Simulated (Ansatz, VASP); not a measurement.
**CaF in VASP and in Ansatz**

```
Ca F
1.0
     0.00000    2.52452    2.52452
     2.52452    0.00000    2.52452
     2.52452    2.52452    0.00000
Ca F
1 1
Direct
  0.00000 0.00000 0.00000
  0.50000 0.50000 0.50000
```

Change from the starting cell: species swapped into the BaO type (Fm-3m, No. 225).

Alike in both runs: task single point; functional PBE; k mesh 6 × 6 × 6; occupations gaussian, width 0.1 eV; collinear spin.

|  | VASP | Ansatz |
| --- | --- | --- |
| version | VASP 6.6.1 | Ansatz 0.2.0 |
| potentials or method | VASP PAW PBE potentials, release 64 (Ca_sv, F), cutoff 600 eV | scalar-relativistic, plane waves, PAW |
| valence electrons in the cell | 17 | 17 |

```csv
,VASP,Ansatz,Ansatz less VASP
gap on the k mesh at the Fermi level (eV),none,none,-
pressure (GPa),7.5,7.5,-0.05
net moment per atom (μB),0.00,0.00,0.000
```

A gap of «none» marks a metal or a gap that the smearing closes. Ansatz's warnings: seeded moment not kept.
